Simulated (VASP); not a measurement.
A run of VASP 6.6.1 is set up as follows.

INCAR

```
PREC = Accurate
ENCUT = 520
EDIFF = 1E-6
ISMEAR = 0
SIGMA = 0.05
LREAL = False
LASPH = True
NELM = 100
ALGO = Normal
ISIF = 2
LWAVE = False
LCHARG = True
GGA = PE
LELF = True
LVHAR = True
NBANDS = 16
```

Contents of KPOINTS:

```
regular mesh
0
Gamma
  12 12 6
```

Contents of POSCAR:

```
SiC
1.0
    2.8444250947      0.0000000000      0.0000000000
   -1.4222125473      2.4633443912      0.0000000000
    0.0000000000      0.0000000000      5.2769820245
Si C
2 2
Direct
    0.3333333333      0.6666666667      0.0045635313
    0.6666666667      0.3333333333      0.5045635313
    0.3333333333      0.6666666667      0.3804364687
    0.6666666667      0.3333333333      0.8804364687
```

Potentials or basis: VASP PAW PBE potentials, release 64 (Si, C).

The run is started by

```sh
$ cat potpaw_PBE.64/Si/POTCAR potpaw_PBE.64/C/POTCAR > POTCAR
$ mpirun -np 1 vasp_std > vasp.out
```

(1) What does it give for the pressure?

(2) Predict the largest force.

(3) Predict the band gap on the k mesh.

Answers

(1) 40.7 GPa.

(2) 1.427 eV/Å.

(3) 1.48 eV, indirect (least direct gap 3.80 eV).

Caveat: the cell differs from its parent crystal (strain -0.080 along x and y, +0.040 along z); forces of over 1 eV/Å act on the atoms, so gaps and moduli don't describe the material at rest.
